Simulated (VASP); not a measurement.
A run of VASP 6.6.1 is set up as follows.

File INCAR:

```
SYSTEM = Be
PREC = Accurate
ENCUT = 520
EDIFF = 1E-7
ISMEAR = -1
SIGMA = 0.1
LREAL = .FALSE.
LASPH = .TRUE.
NELM = 60
ALGO = Normal
ISIF = 2
LWAVE = .FALSE.
LCHARG = .FALSE.
GGA = PE
NBANDS = 9
```

File KPOINTS:

```
Automatic mesh
0
G
  19 19 19
  0 0 0
```

POSCAR

```
Be
1.0
    0.0000000000      1.7143834135      1.7143834135
    1.7143834135      0.0000000000      1.7143834135
    1.7143834135      1.7143834135      0.0000000000
Be
2
Direct
   -0.1250000000     -0.1250000000     -0.1250000000
    0.1250000000      0.1250000000      0.1250000000
```

Potentials or basis: VASP PAW PBE potentials, release 64 (Be).

Run with:

```sh
$ cat potpaw_PBE.64/Be/POTCAR > POTCAR
$ mpirun -np 1 vasp_std > vasp.out
```

Problem. Estimate the band gap on the k mesh.

Solution. Zero (band 2 reaches 20.65 eV, above the bottom of band 3 at 9.73 eV).

Problem. Predict the pressure.

Solution. 272.5 GPa.
